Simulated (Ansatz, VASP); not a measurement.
**YAl3N4: VASP beside Ansatz**

The input INCAR:

```
SYSTEM = YAl3N4
PREC = Accurate
ENCUT = 520
EDIFF = 1E-6
ISMEAR = 0
SIGMA = 0.1
LREAL = .FALSE.
LASPH = .TRUE.
NELM = 60
ALGO = Normal
ISIF = 2
LWAVE = .FALSE.
LCHARG = .FALSE.
GGA = PE
NBANDS = 30
```

The input KPOINTS:

```
regular mesh
0
G
  6 6 6
  0 0 0
```

POSCAR

```
YAl3N4
1.0
   -2.4083401000      2.4083401000      4.8166802000
    2.4083401000     -2.4083401000      4.8166802000
    2.4083401000      2.4083401000     -4.8166802000
Y Al N
1 3 4
Direct
    0.5000000000      0.5000000000      0.0000000000
    0.0000000000      0.0000000000      0.0000000000
    0.7500000000      0.2500000000      0.5000000000
    0.2500000000      0.7500000000      0.5000000000
    0.7500000000      0.7500000000      0.0000000000
    0.2500000000      0.2500000000      0.0000000000
    0.5000000000      0.0000000000      0.5000000000
    0.0000000000      0.5000000000      0.5000000000
```

Input for Ansatz:

```yaml
crystal:
  lattice:
    - [-2.4083401, 2.4083401, 4.8166802]
    - [2.4083401, -2.4083401, 4.8166802]
    - [2.4083401, 2.4083401, -4.8166802]
  atoms:
    - { symbol: "Y", position: [0.5, 0.5, 0.0] }
    - { symbol: Al, position: [0.0, 0.0, 0.0] }
    - { symbol: Al, position: [0.75, 0.25, 0.5] }
    - { symbol: Al, position: [0.25, 0.75, 0.5] }
    - { symbol: "N", position: [0.75, 0.75, 0.0] }
    - { symbol: "N", position: [0.25, 0.25, 0.0] }
    - { symbol: "N", position: [0.5, 0.0, 0.5] }
    - { symbol: "N", position: [0.0, 0.5, 0.5] }
basis:
  ecutwfc: 420
kpoints:
  mp_grid: { grid: [6, 6, 6] }
hamiltonian:
  xc: pbe
scf:
  occupations: { method: gaussian, width: 0.1 }
  lower_state_search: "off"
output:
  forces: true
  stress: true
  eigenvalues: true
```

Alike in both runs: task single point; functional PBE; k mesh 6 × 6 × 6; occupations gaussian, width 0.1 eV; no spin polarisation.

|  | VASP | Ansatz |
| --- | --- | --- |
| version | VASP 6.6.1 | Ansatz 0.2.0 |
| potentials or method | VASP PAW PBE potentials, release 64 (Y_sv, Al, N), cutoff 520 eV | scalar-relativistic, plane waves, PAW |
| valence electrons in the cell | 40 | 40 |

VASP gave:

| Property | Result |
| --- | --- |
| gap on the k mesh at the Fermi level (eV) | none |
| rms of the force components (eV/Å) | 0.439 |

What did Ansatz give for the same quantities?

gap on the k mesh at the Fermi level (eV): none; rms of the force components (eV/Å): 0.440.

Atom by atom the forces differ by 0.001 eV/Å (rms over components). A gap of «none» marks a metal or a gap that the smearing closes. The functional is the same, so the differences come from potentials, cutoffs and numerics.
